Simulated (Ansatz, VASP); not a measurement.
# Co: VASP beside Ansatz

Contents of INCAR:

```
SYSTEM = Co
ALGO = Normal
EDIFF = 1E-6
ENCUT = 520
GGA = RP
ISIF = 2
ISMEAR = -1
ISPIN = 2
LASPH = .True.
LCHARG = .True.
LELF = .True.
LMAXMIX = 4
LORBIT = 11
LREAL = .False.
LVHAR = .True.
LWAVE = .False.
MAGMOM = 1.79 1.79
NBANDS = 20
NELM = 150
PREC = Accurate
SIGMA = 0.05
```

KPOINTS

```
k-points
0
Gamma
  12 12 12
  0 0 0
```

Contents of POSCAR:

```
Co
1.0
    0.0000000000      2.4990935318      2.4990935318
    2.4990935318      0.0000000000      2.4990935318
    2.4990935318      2.4990935318      0.0000000000
Co
2
Direct
    0.1250000000      0.1250000000      0.1250000000
    0.8750000000      0.8750000000      0.8750000000
```

Input for Ansatz:

```yaml
crystal:
  lattice:
    - [0.0, 2.4990935318, 2.4990935318]
    - [2.4990935318, 0.0, 2.4990935318]
    - [2.4990935318, 2.4990935318, 0.0]
  atoms:
    - { symbol: Co, position: [0.125, 0.125, 0.125], spin: 1.79 }
    - { symbol: Co, position: [0.875, 0.875, 0.875], spin: 1.79 }
hamiltonian:
  xc: rpbe
  pseudopotentials:
    kind: paw
    azcp:
      Co: "pseudopotentials/Co.paw.azcp"
basis:
  ecutwfc: 420
  fft_grid_basis: typed
kpoints:
  mp_grid: { grid: [12, 12, 12], shift: [0, 0, 0] }
magnetization:
  spin_polarized: true
scf:
  occupations: { method: fermi_dirac, width: 0.05 }
  lower_state_search: "off"
output:
  stress: true
```

Alike in both runs: task single point; functional RPBE; k mesh 12 × 12 × 12; occupations fermi-dirac, width 0.05 eV; collinear spin.

```csv
,VASP,Ansatz
version,VASP 6.6.1,Ansatz 0.2.0
potentials or method,"VASP PAW PBE potentials, release 64 (Co), cutoff 520 eV","plane waves (420 eV) with PAW, scalar-relativistic"
valence electrons in the cell,18,34
```

Ansatz gave:

```
pressure (GPa)                                                : 9.2
net moment per atom (μB)                                      : 1.72
size of the moment on the site where the two differ most (μB) : 1.73
```

Question: Which values does VASP return?

Answer: Pressure (GPa): 8.3; net moment per atom (μB): 1.71; size of the moment on the site where the two differ most (μB): 1.70.

VASP's potentials were made for PBE, not for RPBE. Site moments also hang on the region over which each program counts them. VASP's potentials hold 18 valence electrons a cell and Ansatz's 34, so a difference there can come from the potentials and not from the codes.
